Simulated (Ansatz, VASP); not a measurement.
# BP in VASP and in Ansatz

```
B P
1.0
     0.00000    2.08748    2.45052
     2.08748    0.00000    2.45052
     2.08748    2.08748    0.00000
B P
1 1
Direct
  0.00000 0.00000 0.00000
  0.75000 0.75000 0.75000
```

Change from the starting cell: strain -0.080 along x and y, +0.080 along z, atoms carried along.

Alike in both runs: task single point; functional PBE; k mesh 10 × 10 × 10; occupations gaussian, width 0.05 eV; no spin polarisation.

```csv
,VASP,Ansatz
version,VASP 6.6.1,Ansatz 0.2.0
potentials or method,"VASP PAW PBE potentials, release 64 (B, P), cutoff 520 eV","scalar-relativistic, plane waves, PAW"
valence electrons in the cell,8,8
```

VASP gave:

| Property | Result |
| --- | --- |
| gap on the k mesh at the Fermi level (eV) | none |
| pressure (GPa) | 17.8 |
| traceless stress, the component that is largest in VASP (GPa) | -36.92 |

Problem. What did Ansatz give for the same quantities?

Solution. gap on the k mesh at the Fermi level (eV): none; pressure (GPa): 18.1; traceless stress, the component that is largest in VASP (GPa): -36.86.

A gap of «none» marks a metal or a gap that the smearing closes. With one functional, cell and mesh, what is left measures potentials, basis and numerics.
